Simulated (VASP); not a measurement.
# CdTe (Cmcm) in VASP: further runs

Runs on CdTe. Level: PBE. Tasks: electric field gradients.

Program: VASP 6.6.1. These are calculated values, not measurements. Logs are shortened: lines on timing, memory, paths and dates and some standing lists are left out, and cuts for length are marked.

## (1) The cell of the first run

It takes space group Cmcm (No. 63, orthorhombic). The conventional cell has a = 6.089 Å, b = 6.148 Å, c = 6.050 Å, α = 90.00°, β = 90.00°, γ = 90.00°. Cd (site symmetry m2m) has 6 Te at 3.01 to 3.14 Å within 4.0 Å. Within 4.0 Å of Te (site symmetry m2m) lie 6 Cd at 3.01 to 3.14 Å.

## (2) Electric field gradients, PBE (volume scaled by 0.98)

Contents of INCAR:

```
ALGO = Normal
EDIFF = 1E-8
ENCUT = 520
GGA = PE
ISIF = 2
ISMEAR = -1
LASPH = T
LCHARG = F
LEFG = T
LREAL = F
LWAVE = F
NBANDS = 26
NELM = 100
PREC = Accurate
SIGMA = 0.05
```

Contents of KPOINTS:

```
k-points
0
Gamma
  9 9 6
```

Contents of POSCAR:

```
CdTe
1.0
    3.0447179573     -3.0738391863      0.0000000000
    3.0447179573      3.0738391863      0.0000000000
    0.0000000000      0.0000000000      6.0497739093
Cd Te
2 2
Direct
    0.2770300000      0.7229700000      0.7500000000
    0.7229700000      0.2770300000      0.2500000000
    0.7661370000      0.2338630000      0.7500000000
    0.2338630000      0.7661370000      0.2500000000
```

Potentials or basis: VASP PAW PBE potentials, release 64 (Cd, Te).

Run with:

```
cat potpaw_PBE.64/Cd/POTCAR potpaw_PBE.64/Te/POTCAR > POTCAR
mpirun -np 1 vasp_std > vasp.out
```

OUTCAR:

```text
EDIFF = 1E-8
   ENCUT = 520
   GGA = PE
   ISIF = 2
   ISMEAR = -1
   LASPH = T
   LREAL = F
   NELM = 100
   PREC = Accurate

 ion  position               nearest neighbor table
   1  0.277  0.723  0.750-   3 3.01   4 3.04   4 3.04   3 3.05   3 3.05   3 3.14
   2  0.723  0.277  0.250-   4 3.01   3 3.04   3 3.04   4 3.05   4 3.05   4 3.14
   3  0.766  0.234  0.750-   1 3.01   2 3.04   2 3.04   1 3.05   1 3.05   1 3.14
   4  0.234  0.766  0.250-   2 3.01   1 3.04   1 3.04   2 3.05   2 3.05   2 3.14

  LATTYP: Found a base centered orthorhombic cell.
 ALAT       =     6.0894359146
 B/A-ratio  =     1.0095645079
 C/A-ratio  =     0.9934867522

  Lattice vectors:

 A1 = (   3.0447179573,  -3.0738391863,   0.0000000000)
 A2 = (   3.0447179573,   3.0738391863,   0.0000000000)
 A3 = (   0.0000000000,   0.0000000000,   6.0497739093)

Analysis of symmetry for initial positions (statically):
=====================================================================
 Subroutine PRICEL returns:
 Original cell was already a primitive cell.

 Routine SETGRP: Setting up the symmetry group for a
 base centered orthorhombic supercell.

 Subroutine GETGRP returns: Found  8 space group operations
 (whereof  4 operations were pure point group operations)
 out of a pool of  8 trial point group operations.

The static configuration has the point symmetry C_2h.
 The point group associated with its full space group is D_2h.

Analysis of symmetry for dynamics (positions and initial velocities):
=====================================================================
 Subroutine PRICEL returns:
 Original cell was already a primitive cell.

 Routine SETGRP: Setting up the symmetry group for a
 base centered orthorhombic supercell.

 Subroutine GETGRP returns: Found  8 space group operations
 (whereof  4 operations were pure point group operations)
 out of a pool of  8 trial point group operations.

The dynamic configuration has the point symmetry C_2h.
 The point group associated with its full space group is D_2h.

 Subroutine INISYM returns: Found  8 space group operations
 (whereof  4 operations are pure point group operations),
 and found     1 'primitive' translations

----------------------------------------------------------------------------------------

                                     Primitive cell

  volume of cell :     113.2393

  direct lattice vectors                    reciprocal lattice vectors
     3.044717957 -3.073839186  0.000000000     0.164218823 -0.162663031  0.000000000
     3.044717957  3.073839186  0.000000000     0.164218823  0.162663031  0.000000000
     0.000000000  0.000000000  6.049773909     0.000000000  0.000000000  0.165295433

  length of vectors
     4.326522250  4.326522250  6.049773909     0.231142994  0.231142994  0.165295433

  position of ions in fractional coordinates (direct lattice)
     0.277030000  0.722970000  0.750000000
     0.722970000  0.277030000  0.250000000
     0.766137000  0.233863000  0.750000000
     0.233863000  0.766137000  0.250000000

  ion indices of the primitive-cell ions
   primitive index   ion index
                 1           1
                 2           2
                 3           3
                 4           4

----------------------------------------------------------------------------------------

 KPOINTS: k-points

Automatic generation of k-mesh.
 Grid dimensions read from file:
 generate k-points for:    9    9    6

 Generating k-lattice:

  Cartesian coordinates                     Fractional coordinates (reciprocal lattice)
     0.018246536 -0.018073670  0.000000000     0.111111111  0.000000000  0.000000000
     0.018246536  0.018073670  0.000000000     0.000000000  0.111111111  0.000000000
     0.000000000  0.000000000  0.027549239     0.000000000  0.000000000  0.166666667

  Length of vectors
     0.025682555  0.025682555  0.027549239

  Shift w.r.t. Gamma in fractional coordinates (k-lattice)
     0.000000000  0.000000000  0.000000000

 Subroutine IBZKPT returns following result:
 ===========================================

 Found    100 irreducible k-points:

 Following reciprocal coordinates:
            Coordinates               Weight
  0.000000  0.000000  0.000000      1.000000
  0.111111 -0.000000  0.000000      4.000000
  0.222222  0.000000  0.000000      4.000000
  0.333333  0.000000  0.000000      4.000000
  0.444444  0.000000  0.000000      4.000000
  0.111111  0.111111  0.000000      2.000000
[... 16 lines left out ...]
 -0.333333  0.333333  0.000000      2.000000
  0.444444  0.444444  0.000000      2.000000
 [... further k-points ...]
   k-points           NKPTS =    100   k-points in BZ     NKDIM =    100   number of bands    NBANDS=     26
   number of dos      NEDOS =    301   number of ions     NIONS =      4
   total plane-waves  NPLWV =  49152
   dimension x,y,z NGX =    32 NGY =   32 NGZ =   48
   dimension x,y,z NGXF=    64 NGYF=   64 NGZF=   96
   ions per type =               2   2
   NGX,Y,Z   is equivalent  to a cutoff of  12.30, 12.30, 13.19 a.u.
   NGXF,Y,Z  is equivalent  to a cutoff of  24.59, 24.59, 26.38 a.u.
 SYSTEM =  unknown system
   PREC   = accura    normal or accurate (medium, high low for compatibility)
   ISTART =      0    job   : 0-new  1-cont  2-samecut
   ICHARG =      2    charge: 1-file 2-atom 10-const
   ISPIN  =      1    spin polarized calculation?
   LNONCOLLINEAR =      F non collinear calculations
   LSORBIT =      F    spin-orbit coupling
   LASPH  =      T    aspherical Exc in radial PAW
   ENCUT  =  520.0 eV  38.22 Ry    6.18 a.u.   8.04  8.04 11.25*2*pi/ulx,y,z
   NELM   =    100;   NELMIN=  2; NELMDL= -5     # of ELM steps
   EDIFF  = 0.1E-07   stopping-criterion for ELM
   LREAL  =      F    real-space projection
   EDIFFG = 0.1E-06   stopping-criterion for IOM
   NSW    =      0    number of steps for IOM
   IBRION =     -1    ionic relax: 0-MD 1-quasi-New 2-CG
   NFREE  =      0    steps in history (QN), initial steepest desc. (CG)
   ISIF   =      2    stress and relaxation
   ISYM   =      2    0-nonsym 1-usesym 2-fastsym
   POTIM  = 0.5000    time-step for ionic-motion
   TEBEG  =    0.0;   TEEND  =   0.0 temperature during run
   PSTRESS=    0.0 pullay stress
   NELECT =      36.0000    total number of electrons
   NUPDOWN=      -1.0000    fix difference up-down
   EMIN   =  10.00;   EMAX   =-10.00  energy-range for DOS
   EFERMI =   0.00;   METHOD = LEGACY
   ISMEAR =    -1;   SIGMA  =   0.05  broadening in eV -4-tet -1-fermi 0-gaus
   EFERMI_NEDOS =   21; number of points for ismear=-14 and -15
   IALGO  =     38    algorithm
   IMIX   =      4    mixing-type and parameters
     AMIX     =   0.40;   BMIX     =  1.00
     AMIX_MAG =   1.60;   BMIX_MAG =  1.00
  volume/ion in A,a.u.               =      28.31       191.04
  Fermi-wavevector in a.u.,A,eV,Ry     =   1.117317  2.111424 16.985487  1.248398
  Thomas-Fermi vector in A             =   2.253939
   LORBIT       =      0    0 simple, 1 ext, 2 COOP (PROOUT), +10 PAW based schemes
   GGA     = PE    functional components
   LHFCALC =     F    Hartree Fock is set to
   AEXX    =    0.0000 exact exchange contribution
   IVDW    =     0    specifies the selected vdW correction
   LEPSILON=     F    determine dielectric tensor
   LRPA    =     F    only Hartree local field effects (RPA)
 non-spin polarized calculation
  energy-cutoff  :      520.00
  volume of cell :      113.24
 maximum number of plane-waves:      3082
   NGX = 17   NGY = 17   NGZ = 23

 number of electron      36.0000003 magnetization

 Free energy of the ion-electron system (eV)
  ---------------------------------------------------
  ext. energy  EPLUGINS =         0.00000000
  ---------------------------------------------------
  free energy    TOTEN  =        -8.89018824 eV

  energy without entropy =       -8.87311297  energy(sigma->0) =       -8.88165060

 E-fermi :   3.9610     XC(G=0):  -9.7401

 val. band max:        3.9472850764   @ k =   0.4444   0.0000   0.1667
 cond. band min:       3.9646602710   @ k =   0.3333   0.0000   0.1667
 fundamental gap:      0.0173751946
 Fermi energy:         3.9610472149

 k-point     1 :       0.0000    0.0000    0.0000
  band No.  band energies     occupation
      1      -7.6302      2.00000
      2      -6.7775      2.00000
      3      -4.3447      2.00000
      4      -4.3290      2.00000
      5      -4.3132      2.00000
      6      -4.2898      2.00000
[... 685 lines left out ...]
     25      13.2144      0.00000
     26      13.3892      0.00000

 [... further k-points ...]
[... 5 lines left out ...]
  --------------------------------------------------------------------------------------
  -------------------------------------------------------------------------------------
  Total        0.5351486      0.4734585      0.8216936      0.0000000      0.0000000      0.0000000
  in kB        7.5715999      6.6987709     11.6258073      0.0000000      0.0000000      0.0000000
  external PRESSURE =       8.6320594 kB  Pullay stress =       0.0000000 kB

 VOLUME and BASIS-vectors are now :
 -----------------------------------------------------------------------------
  energy-cutoff  :      520.00
  volume of cell :      113.24
      direct lattice vectors                 reciprocal lattice vectors
     3.044717957 -3.073839186  0.000000000     0.164218823 -0.162663031  0.000000000
     3.044717957  3.073839186  0.000000000     0.164218823  0.162663031  0.000000000
     0.000000000  0.000000000  6.049773909     0.000000000  0.000000000  0.165295433

 POSITION                                       TOTAL-FORCE (eV/Angst)
 -----------------------------------------------------------------------------------
      3.04472      1.37075      4.53733         0.000000      0.053337      0.000000
      3.04472     -1.37075      1.51244         0.000000     -0.053337     -0.000000
      3.04472     -1.63612      4.53733         0.000000      0.009881      0.000000
      3.04472      1.63612      1.51244         0.000000     -0.009881      0.000000
 -----------------------------------------------------------------------------------
    total drift:                                0.000000      0.000000      0.000000

  FREE ENERGIE OF THE ION-ELECTRON SYSTEM (eV)
  ---------------------------------------------------
  free  energy   TOTEN  =        -8.8901882351 eV

  energy  without entropy=       -8.8731129743  energy(sigma->0) =       -8.88165060

 Electric field gradients (V/A^2)
---------------------------------------------------------------------
 ion       V_xx      V_yy      V_zz      V_xy      V_xz      V_yz
---------------------------------------------------------------------
   1      -0.442     5.282    -4.840    -0.000    -0.000    -0.000
   2      -0.442     5.282    -4.840     0.000    -0.000     0.000
   3       7.241    -8.486     1.245     0.000    -0.000     0.000
   4       7.241    -8.486     1.245    -0.000     0.000     0.000
---------------------------------------------------------------------

 Electric field gradients after diagonalization (V/A^2)
 (convention: |V_zz| > |V_xx| > |V_yy|)
----------------------------------------------------------------------
 ion       V_xx      V_yy      V_zz     asymmetry (V_yy - V_xx)/ V_zz
----------------------------------------------------------------------
   1      -4.840    -0.442     5.282       0.833
   2      -4.840    -0.442     5.282       0.833
   3       7.241     1.245    -8.486       0.707
   4       7.241     1.245    -8.486       0.707
----------------------------------------------------------------------

           NMR quadrupolar parameters

 Cq : quadrupolar parameter    Cq=e*Q*V_zz/h
 eta: asymmetry parameters     (V_yy - V_xx)/ V_zz
 Q  : nuclear electric quadrupole moment in mb (millibarn)
----------------------------------------------------------------------
 ion       Cq(MHz)       eta       Q (mb)
----------------------------------------------------------------------
   1       0.013       0.833       1.000
   2       0.013       0.833       1.000
   3      -0.021       0.707       1.000
   4      -0.021       0.707       1.000
----------------------------------------------------------------------
```

Run time: 2.8 min. Hardware: 1 thread of Intel Xeon 6975P-C (Granite Rapids), shared host; peak memory 0.39 GiB.

What came out:

```yaml
Free_energy: -8.8902 eV
Pressure: 0.9 GPa
Largest_force: 0.053 eV/Å
Band_gap_on_the_k_mesh: zero (band 18 reaches 4.06 eV, above the bottom of band 19 at 2.87 eV)
```

Forces on the atoms (eV/Å):
```
Cd   0.000  0.053  0.000
Cd   0.000 -0.053  0.000
Te   0.000  0.010  0.000
Te   0.000 -0.010  0.000
```

Electric field gradients, principal values (V/Å²):
```tsv
atom	least	middle	greatest (by size)
1 Cd	-0.442	-4.840	5.282
2 Cd	-0.442	-4.840	5.282
3 Te	1.245	7.241	-8.486
4 Te	1.245	7.241	-8.486
```

Caveat: without QUAD_EFG the Cq values of the log hold for a quadrupole moment of 1 mb, not for the nuclei; spin-orbit coupling is left out, which moves the levels of the heavy elements.

(Continued in part 2 of 3.)
